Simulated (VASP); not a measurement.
# PbS in VASP: further runs

The runs below take PbS through single point, with PBE.

All numbers are computed with VASP 6.6.1; they aren't measurements. Logs are shortened: lines on timing, memory, paths and dates and some standing lists are left out, and cuts for length are marked.

**1. The cell of the first run**

It takes space group F-43m (No. 216, cubic). Conventional cell: a = 6.648 Å, b = 6.648 Å, c = 6.648 Å, α = 90.00°, β = 90.00°, γ = 90.00°. Pb (site symmetry -43m) has 4 S at 2.88 Å within 3.8 Å. Within 3.8 Å of S (site symmetry -43m) lie 4 Pb at 2.88 Å.

**2. Single point, PBE, non-collinear spin, zero start, spin-orbit coupling**

File INCAR:

```
SYSTEM = PbS
ALGO = Normal ; EDIFF = 1E-6
ENCUT = 520 ; GGA = PE
GGA_COMPAT = .FALSE. ; ISIF = 2
ISMEAR = 0 ; LASPH = .TRUE.
LCHARG = .TRUE. ; LORBIT = 11
LORBMOM = .TRUE. ; LREAL = .FALSE.
LSORBIT = .TRUE. ; LVHAR = .TRUE.
LWAVE = .FALSE. ; MAGMOM = 0 0 0 0 0 0
NBANDS = 32 ; NELM = 150
PREC = Accurate ; SIGMA = 0.05
```

File KPOINTS:

```
k-points
0
G
  10 10 10
  0 0 0
```

File POSCAR:

```
PbS
1.0
    0.0000000000      3.3238313106      3.3238313106
    3.3238313106      0.0000000000      3.3238313106
    3.3238313106      3.3238313106      0.0000000000
Pb S
1 1
Direct
    0.0000000000      0.0000000000      0.0000000000
    0.2500000000      0.2500000000      0.2500000000
```

Potentials or basis: VASP PAW PBE potentials, release 64 (Pb_d, S).

Launch:

```sh
$ cat potpaw_PBE.64/Pb_d/POTCAR potpaw_PBE.64/S/POTCAR > POTCAR
$ mpirun -np 1 vasp_ncl > vasp.out
```

OUTCAR:

```text
SYSTEM = PbS
   EDIFF = 1E-6
   ENCUT = 520
   GGA = PE
   ISIF = 2
   ISMEAR = 0
   LASPH = .TRUE.
   LORBIT = 11
   LREAL = .FALSE.
   LSORBIT = .TRUE.
   NELM = 150
   PREC = Accurate

 ion  position               nearest neighbor table
   1  0.000  0.000  0.000-   2 2.88   2 2.88   2 2.88   2 2.88
   2  0.250  0.250  0.250-   1 2.88   1 2.88   1 2.88   1 2.88

  LATTYP: Found a face centered cubic cell.
 ALAT       =     6.6476626212

  Lattice vectors:

 A1 = (   0.0000000000,   3.3238313106,   3.3238313106)
 A2 = (   3.3238313106,   0.0000000000,   3.3238313106)
 A3 = (   3.3238313106,   3.3238313106,   0.0000000000)

Analysis of symmetry for initial positions (statically):
=====================================================================
 Subroutine PRICEL returns:
 Original cell was already a primitive cell.

 Routine SETGRP: Setting up the symmetry group for a
 face centered cubic supercell.

 Subroutine GETGRP returns: Found 24 space group operations
 (whereof 24 operations were pure point group operations)
 out of a pool of 48 trial point group operations.

The static configuration has the point symmetry T_d .

Analysis of symmetry for dynamics (positions and initial velocities):
=====================================================================
 Subroutine PRICEL returns:
 Original cell was already a primitive cell.

 Routine SETGRP: Setting up the symmetry group for a
 face centered cubic supercell.

 Subroutine GETGRP returns: Found 24 space group operations
 (whereof 24 operations were pure point group operations)
 out of a pool of 48 trial point group operations.

The dynamic configuration has the point symmetry T_d .

Analysis of structural, dynamic, and magnetic symmetry:
=====================================================================
 Subroutine PRICEL returns:
 Original cell was already a primitive cell.

 Routine SETGRP: Setting up the symmetry group for a
 face centered cubic supercell.

 Subroutine GETGRP returns: Found 24 space group operations
 (whereof 24 operations were pure point group operations)
 out of a pool of 48 trial point group operations.

The overall configuration has the point symmetry T_d .

 Subroutine INISYM returns: Found 24 space group operations
 (whereof 24 operations are pure point group operations),
 and found     1 'primitive' translations

----------------------------------------------------------------------------------------

                                     Primitive cell

  volume of cell :      73.4424

  direct lattice vectors                    reciprocal lattice vectors
     0.000000000  3.323831311  3.323831311    -0.150428813  0.150428813  0.150428813
     3.323831311  0.000000000  3.323831311     0.150428813 -0.150428813  0.150428813
     3.323831311  3.323831311  0.000000000     0.150428813  0.150428813 -0.150428813

  length of vectors
     4.700607318  4.700607318  4.700607318     0.260550348  0.260550348  0.260550348

  position of ions in fractional coordinates (direct lattice)
     0.000000000  0.000000000  0.000000000
     0.250000000  0.250000000  0.250000000

  ion indices of the primitive-cell ions
   primitive index   ion index
                 1           1
                 2           2

----------------------------------------------------------------------------------------

 KPOINTS: k-points

Automatic generation of k-mesh.
 Grid dimensions read from file:
 generate k-points for:   10   10   10

 Generating k-lattice:

  Cartesian coordinates                     Fractional coordinates (reciprocal lattice)
    -0.015042881  0.015042881  0.015042881     0.100000000  0.000000000  0.000000000
     0.015042881 -0.015042881  0.015042881     0.000000000  0.100000000  0.000000000
     0.015042881  0.015042881 -0.015042881     0.000000000  0.000000000  0.100000000

[... 89 lines left out ...]
  volume of cell :       73.44
 maximum number of plane-waves:      4012
   NGX = 17   NGY = 17   NGZ = 17

 number of electron      19.9999997 magnetization       0.0000000      0.0000000      0.0000000

 number of electron      19.9999997 magnetization      -0.0000000     -0.0000000     -0.0000000

 number of electron      19.9999997 magnetization       0.0000000     -0.0000000      0.0000000

 number of electron      19.9999997 magnetization      -0.0000000      0.0000000     -0.0000000

 Free energy of the ion-electron system (eV)
  ---------------------------------------------------
  ext. energy  EPLUGINS =         0.00000000
  ---------------------------------------------------
  free energy    TOTEN  =        -8.80331792 eV

  energy without entropy =       -8.80331792  energy(sigma->0) =       -8.80331792

 E-fermi :   2.8816     XC(G=0):  -7.8278

 val. band max:        2.6241673331   @ k =  -0.3000   0.5000   0.2000
 cond. band min:       3.4490039679   @ k =   0.5000   0.5000   0.0000
 fundamental gap:      0.8248366348
 Fermi energy:         2.8815868857

 k-point     1 :       0.0000    0.0000    0.0000
  band No.  band energies     occupation
      1     -15.3969      1.00000
      2     -15.3969      1.00000
      3     -15.3969      1.00000
      4     -15.3969      1.00000
      5     -12.8598      1.00000
      6     -12.8598      1.00000
[... 829 lines left out ...]
     31      10.6278      0.00000
     32      10.6685      0.00000

 [... further k-points ...]
[... 5 lines left out ...]
  --------------------------------------------------------------------------------------
  -------------------------------------------------------------------------------------
  Total       -0.0347417     -0.0347417     -0.0347417      0.0000000      0.0000000      0.0000000
  in kB       -0.7579044     -0.7579044     -0.7579044      0.0000000      0.0000000      0.0000000
  external PRESSURE =      -0.7579044 kB  Pullay stress =       0.0000000 kB

 VOLUME and BASIS-vectors are now :
 -----------------------------------------------------------------------------
  energy-cutoff  :      520.00
  volume of cell :       73.44
      direct lattice vectors                 reciprocal lattice vectors
     0.000000000  3.323831311  3.323831311    -0.150428813  0.150428813  0.150428813
     3.323831311  0.000000000  3.323831311     0.150428813 -0.150428813  0.150428813
     3.323831311  3.323831311  0.000000000     0.150428813  0.150428813 -0.150428813

 POSITION                                       TOTAL-FORCE (eV/Angst)
 -----------------------------------------------------------------------------------
      0.00000      0.00000      0.00000         0.000000      0.000000      0.000000
      1.66192      1.66192      1.66192        -0.000000     -0.000000     -0.000000
 -----------------------------------------------------------------------------------
    total drift:                                0.000000      0.000000      0.000000

  FREE ENERGIE OF THE ION-ELECTRON SYSTEM (eV)
  ---------------------------------------------------
  free  energy   TOTEN  =        -8.8033179226 eV

  energy  without entropy=       -8.8033179226  energy(sigma->0) =       -8.80331792

 orbital moment (x)

 # of ion     p       d       tot
 ----------------------------------------
  1         0.000  -0.000   0.000
  2        -0.000   0.000  -0.000
 ----------------------------------------
           -0.000  -0.000  -0.000

 orbital moment (y)

 # of ion     p       d       tot
 ----------------------------------------
  1         0.000   0.000   0.000
  2         0.000   0.000   0.000
 ----------------------------------------
            0.000   0.000   0.000

 orbital moment (z)

 # of ion     p       d       tot
 ----------------------------------------
  1         0.000  -0.000  -0.000
  2         0.000   0.000   0.000
 ----------------------------------------
            0.000  -0.000  -0.000

 Spin-Orbit-Coupling matrix elements

 Ion:    1  E_soc:     -0.8187701
 l=   1
     0.0000000    -0.0693194    -0.0693194
    -0.0693194     0.0000000    -0.0693194
    -0.0693194    -0.0693194     0.0000000
 l=   2
     0.0000000    -0.0135996     0.0000000    -0.0135996    -0.0535427
    -0.0135996     0.0000000    -0.0401570    -0.0135996    -0.0133857
     0.0000000    -0.0401570     0.0000000    -0.0401570     0.0000000
    -0.0135996    -0.0135996    -0.0401570     0.0000000    -0.0133857
    -0.0535427    -0.0133857     0.0000000    -0.0133857     0.0000000
 l=   3
     0.0000000     0.0000000     0.0000000     0.0000000     0.0000000     0.0000000     0.0000000
     0.0000000     0.0000000     0.0000000     0.0000000     0.0000000     0.0000000     0.0000000
     0.0000000     0.0000000     0.0000000     0.0000000     0.0000000     0.0000000     0.0000000
     0.0000000     0.0000000     0.0000000     0.0000000     0.0000000     0.0000000     0.0000000
     0.0000000     0.0000000     0.0000000     0.0000000     0.0000000     0.0000000     0.0000000
     0.0000000     0.0000000     0.0000000     0.0000000     0.0000000     0.0000000     0.0000000
     0.0000000     0.0000000     0.0000000     0.0000000     0.0000000     0.0000000     0.0000000

 Ion:    2  E_soc:     -0.0057892
 l=   1
     0.0000000    -0.0009649    -0.0009649
    -0.0009649     0.0000000    -0.0009649
    -0.0009649    -0.0009649     0.0000000
 l=   2
     0.0000000     0.0000000     0.0000000     0.0000000     0.0000000
     0.0000000     0.0000000     0.0000000     0.0000000     0.0000000
     0.0000000     0.0000000     0.0000000     0.0000000     0.0000000
     0.0000000     0.0000000     0.0000000     0.0000000     0.0000000
     0.0000000     0.0000000     0.0000000     0.0000000     0.0000000
 l=   3
     0.0000000     0.0000000     0.0000000     0.0000000     0.0000000     0.0000000     0.0000000
     0.0000000     0.0000000     0.0000000     0.0000000     0.0000000     0.0000000     0.0000000
     0.0000000     0.0000000     0.0000000     0.0000000     0.0000000     0.0000000     0.0000000
     0.0000000     0.0000000     0.0000000     0.0000000     0.0000000     0.0000000     0.0000000
     0.0000000     0.0000000     0.0000000     0.0000000     0.0000000     0.0000000     0.0000000
     0.0000000     0.0000000     0.0000000     0.0000000     0.0000000     0.0000000     0.0000000
     0.0000000     0.0000000     0.0000000     0.0000000     0.0000000     0.0000000     0.0000000

 total charge

# of ion       s       p       d       tot
------------------------------------------
    1        1.484   0.537   9.831  11.852
    2        1.358   2.318   0.000   3.676
--------------------------------------------------
tot          2.842   2.855   9.831  15.528

 magnetization (x)

# of ion       s       p       d       tot
------------------------------------------
    1       -0.000  -0.000  -0.000  -0.000
    2        0.000  -0.000   0.000  -0.000
--------------------------------------------------
tot         -0.000  -0.000  -0.000  -0.000

 magnetization (y)

# of ion       s       p       d       tot
------------------------------------------
    1       -0.000  -0.000   0.000  -0.000
    2       -0.000  -0.000   0.000  -0.000
--------------------------------------------------
tot         -0.000  -0.000   0.000  -0.000

 magnetization (z)

# of ion       s       p       d       tot
------------------------------------------
    1       -0.000  -0.000  -0.000  -0.000
    2       -0.000  -0.000   0.000  -0.000
--------------------------------------------------
tot         -0.000  -0.000  -0.000  -0.000
```

Wall time 4.7 min (1 thread of Intel Xeon 6975P-C (Granite Rapids), shared host); peak memory 0.52 GiB.

What came out:

```
Free energy                                           : -8.8033 eV
Pressure                                              : -0.1 GPa
Net moment                                            : 0.00 μB per cell
Valence electrons inside the program's atomic spheres : Pb 11.85; S 3.68
```

Moments on the atoms (μB; x, y, z):
```
Pb  0.00 0.00 0.00
S   0.00 0.00 0.00
```

**3. Single point, PBE (atoms moved at random and the cell strained at random)**

File INCAR:

```
PREC = Accurate
ENCUT = 520
EDIFF = 1E-6
ISMEAR = 0
SIGMA = 0.05
LREAL = F
LASPH = T
NELM = 60
ALGO = Normal
ISIF = 2
LWAVE = F
LCHARG = F
GGA = PE
NBANDS = 17
```

File KPOINTS:

```
regular mesh
0
Gamma
  10 10 10
```

File POSCAR:

```
PbS
1.0
    0.0536448639      3.2494274603      3.3256861422
    3.3625765668      0.0358418411      3.3434891650
    3.3997010418      3.3043549581     -0.0012826339
Pb S
1 1
Direct
    0.0086956855      0.0043654435     -0.0069371973
    0.2413043145      0.2456345565      0.2569371973
```

Potentials or basis: VASP PAW PBE potentials, release 64 (Pb_d, S).

Launch:

```sh
$ cat potpaw_PBE.64/Pb_d/POTCAR potpaw_PBE.64/S/POTCAR > POTCAR
$ mpirun -np 1 vasp_std > vasp.out
```

Wall time 4 min (1 thread of Intel Xeon 6975P-C (Granite Rapids), shared host); peak memory 0.67 GiB.

Results (log left out):

- Free energy: -8.4041 eV
- Pressure: 0.1 GPa
- Largest force: 0.170 eV/Å
- Band gap on the k mesh: 0.78 eV, indirect (least direct gap 1.27 eV)

Forces in eV/Å, atoms in the order of the input:
```
Pb   0.027 -0.008 -0.168
S   -0.027  0.008  0.168
```

Stress tensor (GPa, compression positive):
```
 0.13  0.54  0.07
 0.54  0.23 -0.11
 0.07 -0.11  0.06
```

Levels at points of the mesh, in eV from the valence-band top:
| k point | band 7 | band 8 | band 9 | band 10 | band 11 | band 12 | band 13 | band 14 |
| --- | --- | --- | --- | --- | --- | --- | --- | --- |
| (0.00, 0.00, 0.00) | -5.98 | -1.81 | -1.70 | -1.53 | 2.47 | 2.52 | 2.55 | 5.30 |
| (0.50, 0.00, 0.00) | -7.55 | -2.30 | -2.15 | -2.06 | 2.98 | 3.27 | 3.59 | 7.01 |
| (0.00, 0.50, 0.00) | -7.60 | -2.30 | -2.09 | -1.98 | 2.98 | 3.34 | 3.58 | 7.03 |
| (0.50, 0.50, 0.00) | -8.07 | -2.96 | -2.70 | -0.49 | 0.91 | 4.90 | 5.17 | 5.98 |
| (0.00, 0.00, 0.50) | -7.78 | -2.26 | -2.01 | -1.75 | 3.14 | 3.37 | 3.57 | 7.11 |
| (0.50, 0.00, 0.50) | -8.02 | -2.92 | -2.89 | -0.52 | 0.78 | 4.97 | 5.06 | 6.14 |
| (0.00, 0.50, 0.50) | -8.09 | -2.84 | -2.78 | -0.41 | 0.85 | 4.96 | 5.03 | 6.03 |
| (0.50, 0.50, 0.50) | -7.76 | -2.25 | -2.02 | -1.77 | 3.09 | 3.39 | 3.57 | 7.11 |

Caveat: the cell differs from its parent crystal (atoms moved at random and the cell strained at random); spin-orbit coupling is left out, which moves the levels of the heavy elements.
